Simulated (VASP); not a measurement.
# ZnCu (Pm-3m) in VASP: a series of runs

ZnCu is run at these levels: PBE; tasks: single point, relaxation of cell and atoms.

All numbers are computed with VASP 6.6.1; they aren't measurements. Logs are shortened: lines on timing, memory, paths and dates and some standing lists are left out, and cuts for length are marked.

## (1) The cell of the first run

Symmetry: Pm-3m, No. 221, cubic system. Conventional cell: a = 2.945 Å, b = 2.945 Å, c = 2.945 Å, α = 90.00°, β = 90.00°, γ = 90.00°. Zn (site symmetry m-3m) has 8 Cu at 2.55 Å and 6 Zn at 2.94 Å within 3.4 Å. Within 3.4 Å of Cu (site symmetry m-3m) lie 8 Zn at 2.55 Å and 6 Cu at 2.94 Å.

## (2) Single point, PBE

INCAR

```
  ALGO = Normal
  EDIFF = 1E-6
  ENCUT = 520
  GGA = PE
  ISIF = 2
  ISMEAR = 0
  LASPH = T
  LCHARG = F
  LREAL = F
  LWAVE = F
  NBANDS = 18
  NELM = 60
  PREC = Accurate
  SIGMA = 0.1
```

KPOINTS

```
k-points
0
Gamma
  6 6 6
```

POSCAR

```
ZnCu
1.0
    2.9450000000      0.0000000000      0.0000000000
    0.0000000000      2.9450000000      0.0000000000
    0.0000000000      0.0000000000      2.9450000000
Zn Cu
1 1
Direct
    0.5000000000      0.5000000000      0.5000000000
    0.0000000000      0.0000000000      0.0000000000
```

Potentials or basis: VASP PAW PBE potentials, release 64 (Zn, Cu).

On the command line:

```console
cat potpaw_PBE.64/Zn/POTCAR potpaw_PBE.64/Cu/POTCAR > POTCAR
mpirun -np 1 vasp_std > vasp.out
```

OUTCAR:

```text
EDIFF = 1E-6
   ENCUT = 520
   GGA = PE
   ISIF = 2
   ISMEAR = 0
   LASPH = T
   LREAL = F
   NELM = 60
   PREC = Accurate

 ion  position               nearest neighbor table
   1  0.500  0.500  0.500-   2 2.55   2 2.55   2 2.55   2 2.55   2 2.55   2 2.55   2 2.55   2 2.55

   2  0.000  0.000  0.000-   1 2.55   1 2.55   1 2.55   1 2.55   1 2.55   1 2.55   1 2.55   1 2.55

  LATTYP: Found a simple cubic cell.
 ALAT       =     2.9450000000

  Lattice vectors:

 A1 = (   2.9450000000,   0.0000000000,   0.0000000000)
 A2 = (   0.0000000000,   2.9450000000,   0.0000000000)
 A3 = (   0.0000000000,   0.0000000000,   2.9450000000)

Analysis of symmetry for initial positions (statically):
=====================================================================
 Subroutine PRICEL returns:
 Original cell was already a primitive cell.

 Routine SETGRP: Setting up the symmetry group for a
 simple cubic supercell.

 Subroutine GETGRP returns: Found 48 space group operations
 (whereof 48 operations were pure point group operations)
 out of a pool of 48 trial point group operations.

The static configuration has the point symmetry O_h .

Analysis of symmetry for dynamics (positions and initial velocities):
=====================================================================
 Subroutine PRICEL returns:
 Original cell was already a primitive cell.

 Routine SETGRP: Setting up the symmetry group for a
 simple cubic supercell.

 Subroutine GETGRP returns: Found 48 space group operations
 (whereof 48 operations were pure point group operations)
 out of a pool of 48 trial point group operations.

The dynamic configuration has the point symmetry O_h .

 Subroutine INISYM returns: Found 48 space group operations
 (whereof 48 operations are pure point group operations),
 and found     1 'primitive' translations

----------------------------------------------------------------------------------------

                                     Primitive cell

  volume of cell :      25.5421

  direct lattice vectors                    reciprocal lattice vectors
     2.945000000  0.000000000  0.000000000     0.339558574  0.000000000  0.000000000
     0.000000000  2.945000000  0.000000000     0.000000000  0.339558574  0.000000000
     0.000000000  0.000000000  2.945000000     0.000000000  0.000000000  0.339558574

  length of vectors
     2.945000000  2.945000000  2.945000000     0.339558574  0.339558574  0.339558574

  position of ions in fractional coordinates (direct lattice)
     0.500000000  0.500000000  0.500000000
     0.000000000  0.000000000  0.000000000

  ion indices of the primitive-cell ions
   primitive index   ion index
                 1           1
                 2           2

----------------------------------------------------------------------------------------

 KPOINTS: k-points

Automatic generation of k-mesh.
 Grid dimensions read from file:
 generate k-points for:    6    6    6

 Generating k-lattice:

  Cartesian coordinates                     Fractional coordinates (reciprocal lattice)
     0.056593096  0.000000000  0.000000000     0.166666667  0.000000000  0.000000000
     0.000000000  0.056593096  0.000000000     0.000000000  0.166666667  0.000000000
     0.000000000  0.000000000  0.056593096     0.000000000  0.000000000  0.166666667

  Length of vectors
     0.056593096  0.056593096  0.056593096

  Shift w.r.t. Gamma in fractional coordinates (k-lattice)
     0.000000000  0.000000000  0.000000000

 Subroutine IBZKPT returns following result:
 ===========================================

 Found     20 irreducible k-points:

 Following reciprocal coordinates:
            Coordinates               Weight
  0.000000  0.000000  0.000000      1.000000
  0.166667  0.000000  0.000000      6.000000
  0.333333  0.000000  0.000000      6.000000
  0.500000  0.000000  0.000000      3.000000
  0.166667  0.166667  0.000000     12.000000
  0.333333  0.166667  0.000000     24.000000
[... 12 lines left out ...]
  0.500000  0.500000  0.333333      6.000000
  0.500000  0.500000  0.500000      1.000000
   k-points           NKPTS =     20   k-points in BZ     NKDIM =     20   number of bands    NBANDS=     18
   number of dos      NEDOS =    301   number of ions     NIONS =      2
   total plane-waves  NPLWV =  13824
   dimension x,y,z NGX =    24 NGY =   24 NGZ =   24
   dimension x,y,z NGXF=    48 NGYF=   48 NGZF=   48
   ions per type =               1   1
   NGX,Y,Z   is equivalent  to a cutoff of  13.55, 13.55, 13.55 a.u.
   NGXF,Y,Z  is equivalent  to a cutoff of  27.10, 27.10, 27.10 a.u.
 SYSTEM =  unknown system
   PREC   = accura    normal or accurate (medium, high low for compatibility)
   ISTART =      0    job   : 0-new  1-cont  2-samecut
   ICHARG =      2    charge: 1-file 2-atom 10-const
   ISPIN  =      1    spin polarized calculation?
   LNONCOLLINEAR =      F non collinear calculations
   LSORBIT =      F    spin-orbit coupling
   LASPH  =      T    aspherical Exc in radial PAW
   ENCUT  =  520.0 eV  38.22 Ry    6.18 a.u.   5.48  5.48  5.48*2*pi/ulx,y,z
   NELM   =     60;   NELMIN=  2; NELMDL= -5     # of ELM steps
   EDIFF  = 0.1E-05   stopping-criterion for ELM
   LREAL  =      F    real-space projection
   EDIFFG = 0.1E-04   stopping-criterion for IOM
   NSW    =      0    number of steps for IOM
   IBRION =     -1    ionic relax: 0-MD 1-quasi-New 2-CG
   NFREE  =      0    steps in history (QN), initial steepest desc. (CG)
   ISIF   =      2    stress and relaxation
   ISYM   =      2    0-nonsym 1-usesym 2-fastsym
   POTIM  = 0.5000    time-step for ionic-motion
   TEBEG  =    0.0;   TEEND  =   0.0 temperature during run
   PSTRESS=    0.0 pullay stress
   NELECT =      23.0000    total number of electrons
   NUPDOWN=      -1.0000    fix difference up-down
   EMIN   =  10.00;   EMAX   =-10.00  energy-range for DOS
   EFERMI =   0.00;   METHOD = LEGACY
   ISMEAR =     0;   SIGMA  =   0.10  broadening in eV -4-tet -1-fermi 0-gaus
   EFERMI_NEDOS =   21; number of points for ismear=-14 and -15
   IALGO  =     38    algorithm
   IMIX   =      4    mixing-type and parameters
     AMIX     =   0.40;   BMIX     =  1.00
     AMIX_MAG =   1.60;   BMIX_MAG =  1.00
  volume/ion in A,a.u.               =      12.77        86.18
[... 20 lines left out ...]
  ---------------------------------------------------
  ext. energy  EPLUGINS =         0.00000000
  ---------------------------------------------------
  free energy    TOTEN  =        -4.92682239 eV

  energy without entropy =       -4.91993256  energy(sigma->0) =       -4.92337747

 E-fermi :   5.5146     XC(G=0): -12.4020

 val. band max:        5.4493263067   @ k =   0.5000   0.3333   0.3333
 cond. band min:       5.5346897538   @ k =   0.3333   0.3333   0.0000
 fundamental gap:      0.0853634471
 Fermi energy:         5.5146083269

 k-point     1 :       0.0000    0.0000    0.0000
  band No.  band energies     occupation
      1      -4.7960      2.00000
      2      -2.2965      2.00000
      3      -2.2965      2.00000
      4      -1.5993      2.00000
      5      -1.5993      2.00000
      6      -1.5993      2.00000
[... 10 lines left out ...]
     17      17.8220      0.00000
     18      28.9812      0.00000

 k-point     2 :       0.1667    0.0000    0.0000
  band No.  band energies     occupation
      1      -4.2991      2.00000
      2      -2.2417      2.00000
      3      -2.1909      2.00000
      4      -1.6404      2.00000
      5      -1.6404      2.00000
      6      -1.5786      2.00000
[... 10 lines left out ...]
     17      21.3539      0.00000
     18      25.6799      0.00000

 k-point     3 :       0.3333    0.0000    0.0000
  band No.  band energies     occupation
      1      -2.9850      2.00000
      2      -2.1284      2.00000
      3      -1.8360      2.00000
      4      -1.7220      2.00000
      5      -1.7220      2.00000
      6      -1.5366      2.00000
[... 10 lines left out ...]
     17      21.3377      0.00000
     18      21.3377      0.00000

 k-point     4 :       0.5000    0.0000    0.0000
  band No.  band energies     occupation
      1      -2.3175      2.00000
      2      -2.0698      2.00000
      3      -1.7624      2.00000
      4      -1.7624      2.00000
      5      -1.5152      2.00000
      6      -0.5835      2.00000
[... 10 lines left out ...]
     17      18.9956      0.00000
     18      19.9076      0.00000

 k-point     5 :       0.1667    0.1667    0.0000
  band No.  band energies     occupation
      1      -3.8230      2.00000
      2      -2.1771      2.00000
      3      -2.1068      2.00000
      4      -1.6766      2.00000
      5      -1.6620      2.00000
      6      -1.6014      2.00000
[... 10 lines left out ...]
     17      21.1552      0.00000
     18      22.1574      0.00000

 k-point     6 :       0.3333    0.1667    0.0000
  band No.  band energies     occupation
      1      -2.6747      2.00000
      2      -2.0842      2.00000
      3      -1.9227      2.00000
      4      -1.7428      2.00000
      5      -1.6089      2.00000
      6      -1.4655      2.00000
[... 10 lines left out ...]
     17      21.7017      0.00000
     18      22.6187      0.00000

 k-point     7 :       0.5000    0.1667    0.0000
  band No.  band energies     occupation
      1      -2.1964      2.00000
      2      -2.0549      2.00000
      3      -1.9439      2.00000
      4      -1.7872      2.00000
      5      -1.6086      2.00000
      6       0.1201      2.00000
[... 10 lines left out ...]
     17      19.7135      0.00000
     18      20.4890      0.00000

 k-point     8 :       0.3333    0.3333    0.0000
  band No.  band energies     occupation
      1      -2.3866      2.00000
      2      -2.1609      2.00000
      3      -1.7933      2.00000
      4      -1.7380      2.00000
      5      -1.6275      2.00000
      6      -0.5493      2.00000
[... 10 lines left out ...]
     17      21.8596      0.00000
     18      22.2217      0.00000
[... 145 lines left out ...]
     17      20.0624      0.00000
     18      20.9731      0.00000

 k-point    16 :       0.5000    0.5000    0.1667
  band No.  band energies     occupation
      1      -2.4204      2.00000
      2      -1.9653      2.00000
      3      -1.9445      2.00000
      4      -1.9445      2.00000
      5      -1.3092      2.00000
      6       0.9459      2.00000
[... 10 lines left out ...]
     17      17.5251      0.00000
     18      18.2320      0.00000

 k-point    17 :       0.3333    0.3333    0.3333
  band No.  band energies     occupation
      1      -2.1902      2.00000
      2      -2.0249      2.00000
      3      -2.0249      2.00000
      4      -1.5894      2.00000
      5      -1.5894      2.00000
      6       0.2640      2.00000
[... 10 lines left out ...]
     17      14.4060      0.00000
     18      19.8802      0.00000

 k-point    18 :       0.5000    0.3333    0.3333
  band No.  band energies     occupation
      1      -2.2317      2.00000
      2      -2.0940      2.00000
      3      -2.0276      2.00000
      4      -1.5811      2.00000
      5      -1.4465      2.00000
      6       0.9053      2.00000
[... 10 lines left out ...]
     17      16.2645      0.00000
     18      17.1096      0.00000

 k-point    19 :       0.5000    0.5000    0.3333
  band No.  band energies     occupation
      1      -2.2570      2.00000
      2      -2.1030      2.00000
      3      -2.1030      2.00000
      4      -1.5251      2.00000
      5      -1.3033      2.00000
      6       1.1223      2.00000
[... 10 lines left out ...]
     17      13.4471      0.00000
     18      14.1620      0.00000

 k-point    20 :       0.5000    0.5000    0.5000
  band No.  band energies     occupation
      1      -2.1789      2.00000
      2      -2.1789      2.00000
      3      -2.1789      2.00000
      4      -1.3003      2.00000
      5      -1.3003      2.00000
      6       1.2339      2.00000
[... 10 lines left out ...]
     17      10.0511      0.00000
     18      11.7004      0.00000

------------------------ aborting loop because EDIFF is reached ----------------------------------------

  FORCE on cell =-STRESS in cart. coord.  units (eV):
  Direction    XX          YY          ZZ          XY          YZ          ZX
  --------------------------------------------------------------------------------------
  -------------------------------------------------------------------------------------
  Total        0.5448118      0.5448118      0.5448118     -0.0000000     -0.0000000      0.0000000
  in kB       34.1744233     34.1744233     34.1744233     -0.0000000     -0.0000000      0.0000000
  external PRESSURE =      34.1744233 kB  Pullay stress =       0.0000000 kB

 VOLUME and BASIS-vectors are now :
 -----------------------------------------------------------------------------
  energy-cutoff  :      520.00
  volume of cell :       25.54
      direct lattice vectors                 reciprocal lattice vectors
     2.945000000  0.000000000  0.000000000     0.339558574  0.000000000  0.000000000
     0.000000000  2.945000000  0.000000000     0.000000000  0.339558574  0.000000000
     0.000000000  0.000000000  2.945000000     0.000000000  0.000000000  0.339558574

 POSITION                                       TOTAL-FORCE (eV/Angst)
 -----------------------------------------------------------------------------------
      1.47250      1.47250      1.47250         0.000000      0.000000      0.000000
      0.00000      0.00000      0.00000         0.000000      0.000000      0.000000
 -----------------------------------------------------------------------------------
    total drift:                                0.000000      0.000000     -0.000000

  FREE ENERGIE OF THE ION-ELECTRON SYSTEM (eV)
  ---------------------------------------------------
  free  energy   TOTEN  =        -4.9268223896 eV

  energy  without entropy=       -4.9199325560  energy(sigma->0) =       -4.92337747
```

Run time: 5.1 s. Hardware: 1 thread of Intel Xeon Platinum 8488C (Sapphire Rapids), shared host; peak memory 0.14 GiB.

What came out:

```
Free energy            : -4.9268 eV
Pressure               : 3.4 GPa
Band gap on the k mesh : zero (an odd number of electrons rules out a gap without spin polarisation)
```

Caveat: the cell stands under pressure.

## (3) Relaxation of cell and atoms, PBE

INCAR

```
PREC = Accurate ; ENCUT = 600
EDIFF = 1E-7 ; ISMEAR = 0
SIGMA = 0.1 ; LREAL = False
LASPH = True ; NELM = 60
ALGO = Normal ; ISIF = 3
LWAVE = False ; LCHARG = False
GGA = PE ; IBRION = 2
NSW = 100 ; EDIFFG = -0.005
```

KPOINTS

```
regular mesh
0
Gamma
  14 14 14
```

POSCAR is that of step 2.

Potentials or basis: VASP PAW PBE potentials, release 64 (Zn, Cu).

On the command line:

```console
cat potpaw_PBE.64/Zn/POTCAR potpaw_PBE.64/Cu/POTCAR > POTCAR
mpirun -np 1 vasp_std > vasp.out
```

Wall time 43 s (1 thread of Intel Xeon Platinum 8488C (Sapphire Rapids), shared host); peak memory 0.19 GiB.

The run converged. Its results:

| Quantity | Value |
| --- | --- |
| Free energy | -5.0172 eV |
| Relaxed volume | 13.07 Å³/atom |
| Relaxed cell | a = 2.968 Å, b = 2.968 Å, c = 2.968 Å, α = 90.00°, β = 90.00°, γ = 90.00° |
| Space group after relaxing (to 0.1 Å) | Pm-3m (No. 221) |
| Energy gained by relaxing | 2.5 meV/atom |
| Ionic steps | 3 |
| Pressure after relaxing | 0.0 GPa |
| Band gap on the k mesh | zero (an odd number of electrons rules out a gap without spin polarisation) |

The path:
```csv
step,energy change (eV),largest force (eV/Å),pressure (GPa),volume (Å³)
1,0.0000,0.0000,2.85,25.54
2,-0.0043,0.0000,-1.03,26.39
3,-0.0051,0.0000,0.01,26.14
```

Final structure:
```yaml
crystal:
  lattice:
    - [2.96767, 0.00000, 0.00000]
    - [0.00000, 2.96767, 0.00000]
    - [0.00000, 0.00000, 2.96767]
  atoms:
    - { symbol: Zn, position: [0.50000, 0.50000, 0.50000] }
    - { symbol: Cu, position: [0.00000, 0.00000, 0.00000] }
```

Levels at points of the mesh, in eV from the Fermi level:
| k point | band 8 | band 9 | band 10 | band 11 | band 12 | band 13 | band 14 | band 15 |
| --- | --- | --- | --- | --- | --- | --- | --- | --- |
| (0.00, 0.00, 0.00) | -3.53 | -2.71 | -2.71 | -2.71 | 6.14 | 6.14 | 6.14 | 11.10 |
| (0.50, 0.00, 0.00) | -3.63 | -3.23 | -3.23 | -2.78 | -2.00 | 11.50 | 11.50 | 12.14 |
| (0.50, 0.50, 0.00) | -2.86 | -2.86 | -2.48 | -1.83 | -1.83 | 1.64 | 2.00 | 13.68 |
| (0.50, 0.50, 0.50) | -4.21 | -2.46 | -2.46 | 3.68 | 4.27 | 4.27 | 4.27 | 4.43 |

## (4) Single point, PBE (11.45 Å³/atom)

This run uses another cell than the first one, of 11.45 Å³/atom.

INCAR

```
  ALGO = Normal
  EDIFF = 1E-6
  ENCUT = 520
  GGA = PE
  ISIF = 2
  ISMEAR = 0
  LASPH = True
  LCHARG = False
  LREAL = False
  LWAVE = False
  NBANDS = 18
  NELM = 80
  PREC = Accurate
  SIGMA = 0.1
```

KPOINTS

```
k-points
0
Gamma
  14 14 14
```

POSCAR

```
ZnCu
1.0
    2.8395703912      0.0000000000      0.0000000000
    0.0000000000      2.8395703912      0.0000000000
    0.0000000000      0.0000000000      2.8395703912
Zn Cu
1 1
Direct
    0.5000000000      0.5000000000      0.5000000000
    0.0000000000      0.0000000000      0.0000000000
```

On the command line:

```console
cat potpaw_PBE.64/Zn/POTCAR potpaw_PBE.64/Cu/POTCAR > POTCAR
mpirun -np 1 vasp_std > vasp.out
```

Run time: 63 s. Hardware: 1 thread of Intel Xeon 8259CL, shared host; peak memory 0.18 GiB.

It converged, with:

```yaml
Free_energy: -4.8297 eV
Pressure: 21.0 GPa
Band_gap_on_the_k_mesh: zero (an odd number of electrons rules out a gap without spin polarisation)
```

Levels at points of the mesh, in eV from the Fermi level:
| k point | band 9 | band 10 | band 11 | band 12 | band 13 | band 14 | band 15 | band 16 |
| --- | --- | --- | --- | --- | --- | --- | --- | --- |
| (0.00, 0.00, 0.00) | -2.97 | -2.97 | -2.97 | 6.60 | 6.60 | 6.60 | 11.94 | 11.94 |
| (0.50, 0.00, 0.00) | -3.65 | -3.65 | -3.08 | -2.14 | 12.67 | 12.67 | 13.26 | 13.26 |
| (0.50, 0.50, 0.00) | -3.12 | -2.71 | -2.28 | -2.28 | 2.23 | 2.52 | 15.13 | 16.39 |
| (0.50, 0.50, 0.50) | -2.69 | -2.69 | 4.58 | 4.58 | 4.58 | 4.65 | 4.84 | 4.84 |

Caveat: the cell stands under pressure.

## (5) Single point, PBE (11.84 Å³/atom)

This run uses another cell than the first one, of 11.84 Å³/atom.

INCAR

```
ALGO = Normal ; EDIFF = 1E-6
ENCUT = 520 ; GGA = PE
ISIF = 2 ; ISMEAR = 0
LASPH = True ; LCHARG = False
LREAL = False ; LWAVE = False
NBANDS = 18 ; NELM = 60
PREC = Accurate ; SIGMA = 0.1
```

KPOINTS is that of step 4.

POSCAR

```
ZnCu
1.0
    2.8714783472      0.0000000000      0.0000000000
    0.0000000000      2.8714783472      0.0000000000
    0.0000000000      0.0000000000      2.8714783472
Zn Cu
1 1
Direct
    0.5000000000      0.5000000000      0.5000000000
    0.0000000000      0.0000000000      0.0000000000
```

On the command line:

```console
cat potpaw_PBE.64/Zn/POTCAR potpaw_PBE.64/Cu/POTCAR > POTCAR
mpirun -np 1 vasp_std > vasp.out
```

It took 61 s on 1 thread of Intel Xeon 8259CL, shared host; peak memory 0.18 GiB.

The run converged. Its results:

```
Free energy            : -4.9160 eV
Pressure               : 14.4 GPa
Band gap on the k mesh : zero (an odd number of electrons rules out a gap without spin polarisation)
```

Levels at points of the mesh, in eV from the Fermi level:
| k point | band 9 | band 10 | band 11 | band 12 | band 13 | band 14 | band 15 | band 16 |
| --- | --- | --- | --- | --- | --- | --- | --- | --- |
| (0.00, 0.00, 0.00) | -2.90 | -2.90 | -2.90 | 6.48 | 6.48 | 6.48 | 11.72 | 11.72 |
| (0.50, 0.00, 0.00) | -3.53 | -3.53 | -3.00 | -2.10 | 12.37 | 12.37 | 12.97 | 12.97 |
| (0.50, 0.50, 0.00) | -3.05 | -2.65 | -2.16 | -2.16 | 2.07 | 2.39 | 14.75 | 16.12 |
| (0.50, 0.50, 0.50) | -2.63 | -2.63 | 4.39 | 4.50 | 4.50 | 4.50 | 4.73 | 4.73 |

Caveat: the cell stands under pressure.

## (6) Overview

```csv
task,cell,k mesh,cutoff (eV),gap on the mesh (eV),pressure (GPa)
single point,"a = 2.945 Å, 2 atoms",6 × 6 × 6,520,none,3.4
relaxation of cell and atoms,"relaxed from a = 2.945 Å, 2 atoms",14 × 14 × 14,600,none,0.0
single point,"a = 2.840 Å, 2 atoms",14 × 14 × 14,520,none,21.0
single point,"a = 2.871 Å, 2 atoms",14 × 14 × 14,520,none,14.4
```

Alike in all rows: level PBE; potentials or basis VASP PAW PBE potentials, release 64 (Zn, Cu); no spin polarisation; smearing gaussian 0.1 eV.

Caveats: the cell stands under pressure (at least some runs).

Total energies depend on the potentials used, so only differences within one code and one set of settings carry meaning.
